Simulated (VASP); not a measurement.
Write the native input for VASP 6.6.1 that does the following.

```
Task                   : single point
Functional             : LDA
Potentials or basis    : VASP PAW LDA potentials, release 64 (Ru_pv)
Cutoff                 : 520 eV
k mesh                 : 14 × 14 × 14
Occupations            : fermi-dirac, width 0.1 eV
Spin                   : no spin polarisation
Dipole correction      : no
Further INCAR settings : ALGO = Normal; EDIFF = 1e-06; NBANDS = 13
```

The structure of Ru lies in POSCAR:

```
Ru
1.0
    2.3966667906      0.0000000000      0.0000000000
    0.0000000000      2.3966667906      0.0000000000
    0.0000000000      0.0000000000      2.3966667906
Ru
1
Direct
    0.0000000000      0.0000000000      0.0000000000
```

This cell differs from its parent crystal: volume scaled by 0.92.

One way to write it, as run:

INCAR

```
ALGO = Normal ; EDIFF = 1E-6
ENCUT = 520 ; ISIF = 2
ISMEAR = -1 ; LASPH = T
LCHARG = T ; LELF = T
LREAL = F ; LVHAR = T
LWAVE = F ; NBANDS = 13
NELM = 80 ; PREC = Accurate
SIGMA = 0.1
```

KPOINTS

```
k-points
0
Gamma
  14 14 14
```

Potentials or basis: VASP PAW LDA potentials, release 64 (Ru_pv).

Command:

```bash
$ cat potpaw_LDA.64/Ru_pv/POTCAR > POTCAR
$ mpirun -np 1 vasp_std > vasp.out
```

It gave:

```
Pressure               : 28.3 GPa
Band gap on the k mesh : zero (band 7 reaches 17.39 eV, above the bottom of band 8 at 11.84 eV)
```

It took 17 s on 1 thread of Intel Xeon 8259CL, with other jobs on the host, peak memory 0.13 GiB.
